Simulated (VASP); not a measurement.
Runs of VASP 6.6.1 on Sn. The structure is that of space group Fd-3m (No. 227), or close to it. The cells are those of the table. This isn't the form of Sn at room conditions, which is tetragonal (white tin).

```tsv
task	cell	gap on the mesh (eV)	pressure (GPa)	largest force (eV/Å)
single point	a = 4.544, b = 4.544, c = 4.590 Å, angles 59.7, 59.7, 60.7°, 2 atoms	none	(b)	-
single point	a = 4.522, b = 4.522, c = 4.452 Å, angles 60.5, 60.5, 59.0°, 2 atoms	none	2.7	-
single point	a = 4.680 Å, angles 60.0°, 2 atoms	none	-2.5	-
electric field gradients	a = 4.528 Å, angles 60.0°, 2 atoms	none	1.6	-
single point	a = 4.613, b = 4.613, c = 4.590 Å, angles 60.2, 60.2, 59.7°, 2 atoms	none	-0.8	-
electric field gradients	a = 4.545 Å, angles 61.3°, 2 atoms	none	-0.3	0.33
electric field gradients	a = 4.613 Å, angles 59.3°, 2 atoms	none	-0.3	0.15
electric field gradients	a = 4.575 Å, angles 60.0°, 2 atoms	none	(a)	-
```

Alike in all rows: level LDA; potentials or basis VASP PAW LDA potentials, release 64 (Sn_d); no spin polarisation; k mesh 9 × 9 × 9; cutoff (eV) 520; smearing fermi-dirac 0.03 eV.

Question: Estimate the missing entries.

Answer: (a) 0.1; (b) 0.6.

Caveats: spin-orbit coupling is left out, which moves the levels of the heavy elements.

A k mesh can miss the band edges, and the runs leave out spin-orbit coupling on Sn.

A gap of «none» marks levels without a gap at the run's occupations.
